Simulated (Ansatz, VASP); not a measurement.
# La2O3 in VASP and in Ansatz

```
La O
1.0
     4.04049    0.00000    0.00000
     0.00000    4.04049    0.00000
     0.00000    0.00000    5.99280
La O
2 3
Direct
  0.00000 0.00000 0.83134
  0.50000 0.50000 0.24481
  0.50000 0.50000 0.62054
  0.50000 0.00000 0.04737
  0.00000 0.50000 0.04737
```

Alike in both runs: functional PBE; k mesh 4 × 4 × 4; occupations gaussian, width 0.1 eV; no spin polarisation.

Ansatz relaxed the structure, and its values are those at the end. VASP's run is a single point on that final structure, the one shown.

```csv
,VASP,Ansatz
version,VASP 6.6.1,Ansatz 0.2.0
potentials or method,"VASP PAW PBE potentials, release 64 (La, O), cutoff 520 eV","scalar-relativistic, plane waves, PAW"
valence electrons in the cell,40,40
```

```csv
,VASP,Ansatz,Ansatz less VASP
gap on the k mesh at the Fermi level (eV),1.97,1.97,-0.003
least direct gap on the mesh (eV),2.51,2.51,0.000
pressure (GPa),-0.5,-0.3,+0.22
rms of the force components (eV/Å),0.009,0.003,-0.0059
```

Neither program's run includes spin-orbit coupling.
